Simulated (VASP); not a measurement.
Ru: vibrations by perturbation theory with PBEsol

The system is Ru.

```
Ru
1.0
     2.70580    0.00000    0.00000
    -1.35290    2.34329    0.00000
     0.00000    0.00000    4.28190
Ru
2
Direct
  0.66667 0.33333 0.75000
  0.33333 0.66667 0.25000
```

| Property | Result |
| --- | --- |
| Program | VASP 6.6.1 |
| Task | vibrations by perturbation theory |
| Functional | PBEsol |
| Potentials or basis | VASP PAW PBE potentials, release 64 (Ru_pv) |
| Cutoff | 520 eV |
| k mesh | 10 × 10 × 6 |
| Occupations | fermi-dirac, width 0.05 eV |
| Spin | no spin polarisation |
| Dipole correction | no |
| Further INCAR settings | ALGO = Normal; EDIFF = 1e-08; IBRION = 8; NSW = 1 |

| Quantity | Value |
| --- | --- |
| Highest phonon frequency at Γ | 232 cm⁻¹ |

Phonon frequencies in cm⁻¹ (negative: imaginary):
| q point | frequencies |
| --- | --- |
| (0.000, 0.000, 0.000) | 0 0 0 200 200 232 |

Wall time 6.3 min on 1 thread of Intel Xeon 8259CL (shared host), peak memory 0.3 GiB.

Caveat: the cell stands under pressure or tension, which shifts response properties.
